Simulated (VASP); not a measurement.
A run of VASP 6.6.1 is set up as follows.

INCAR

```
PREC = Accurate
ENCUT = 600
EDIFF = 1E-7
ISMEAR = 0
SIGMA = 0.1
LREAL = F
LASPH = T
NELM = 80
ALGO = Normal
ISIF = 3
LWAVE = F
LCHARG = F
GGA = PE
IBRION = 2
NSW = 90
EDIFFG = -0.04
```

Contents of KPOINTS:

```
Automatic mesh
0
Gamma
  9 9 2
```

Contents of POSCAR:

```
Cr
1.0
    2.6071718112      0.0000000000      0.0000000000
   -1.3035859056      2.2578770205      0.0000000000
    0.0000000000      0.0000000000      8.2427905845
Cr
4
Direct
    0.3333333333      0.6666666667      0.3778532147
    0.6666666667      0.3333333333      0.8778532147
    0.6666666667      0.3333333333      0.6221467853
    0.3333333333      0.6666666667      0.1221467853
```

Potentials or basis: VASP PAW PBE potentials, release 64 (Cr_pv).

The run is started by

```bash
$ cat potpaw_PBE.64/Cr_pv/POTCAR > POTCAR
$ mpirun -np 1 vasp_std > vasp.out
```

Problem. Predict the relaxed cell.

Solution. a = 2.607 Å, b = 2.607 Å, c = 8.265 Å, α = 90.00°, β = 90.00°, γ = 120.00°.

Problem. Predict the relaxed volume.

Solution. 12.16 Å³/atom.

Problem. What does it give for the space group after relaxing (to 0.1 Å)?

Solution. P6_3/mmc (No. 194).

Stress tensor (GPa, compression positive):
```
-0.49  0.00  0.00
 0.00 -0.49  0.00
 0.00  0.00 -0.17
```

Caveat: the k points lie up to 0.38 Å⁻¹ apart in the final cell; the highest band is partly filled, so the run has too few bands; the run has no spin polarisation, though such a crystal can be magnetic. Spin polarisation is off, so any magnetic state and its effect on volume and gap are missing.
